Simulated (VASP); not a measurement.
RbBr:

```xyz
2
Lattice="0.0000 3.4608 3.4608 3.4608 0.0000 3.4608 3.4608 3.4608 0.0000" Properties=species:S:1:pos:R:3 pbc="T T T"
Rb    0.0000    0.0000    0.0000
Br    3.4608    3.4608    3.4608
```

Base run:

```yaml
Program: VASP 6.6.1
Functional: PBE-based screened hybrid with 10 % exact exchange
Potentials_or_basis: VASP PAW PBE potentials, release 64 (Rb_sv, Br)
Cutoff: 520 eV
k_mesh: 4 × 4 × 4
Occupations: gaussian, width 0.01 eV
Spin: no spin polarisation
```

Its results: band gap on the k mesh 4.74 eV; pressure 0.5 GPa.

Problem. The run is repeated on the same cell with these changes: screening parameter from 0.2078 1/Å to 0.1 1/Å. What comes out?

Solution. Band gap on the k mesh 4.88 eV; pressure 0.5 GPa.

Caveats: the PAW data sets were made with another functional, which shifts forces and pressure a little.

